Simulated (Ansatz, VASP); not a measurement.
One calculation of Na3HfZr, two programs

```xyz
5
Lattice="5.3755 0.0000 0.0000 0.0000 5.3755 0.0000 0.0000 0.0000 5.3755" Properties=species:S:1:pos:R:3 pbc="T T T"
Na    0.0000    2.6878    2.6878
Na    2.6878    0.0000    2.6878
Na    2.6878    2.6878    0.0000
Zr    2.6878    2.6878    2.6878
Hf    0.0000    0.0000    0.0000
```

Alike in both runs: functional PBE; k mesh 8 × 8 × 8; occupations gaussian, width 0.1 eV; no spin polarisation.

Ansatz relaxed the structure, and its values are those at the end. VASP's run is a single point on that final structure, the one shown.

|  | VASP | Ansatz |
| --- | --- | --- |
| version | VASP 6.6.1 | Ansatz 0.2.0 |
| potentials or method | VASP PAW PBE potentials, release 64 (Na_pv, Zr_sv, Hf_pv), cutoff 520 eV | scalar-relativistic, plane waves, PAW |
| valence electrons in the cell | 43 | 65 |

|  | VASP | Ansatz | Ansatz less VASP |
| --- | --- | --- | --- |
| gap on the k mesh at the Fermi level (eV) | none | none | - |
| pressure (GPa) | 0.1 | 0.0 | -0.04 |

A gap of «none» marks a metal or a gap that the smearing closes. VASP's potentials hold 43 valence electrons a cell and Ansatz's 65, so a difference there can come from the potentials and not from the codes.

Neither program's run includes spin-orbit coupling.
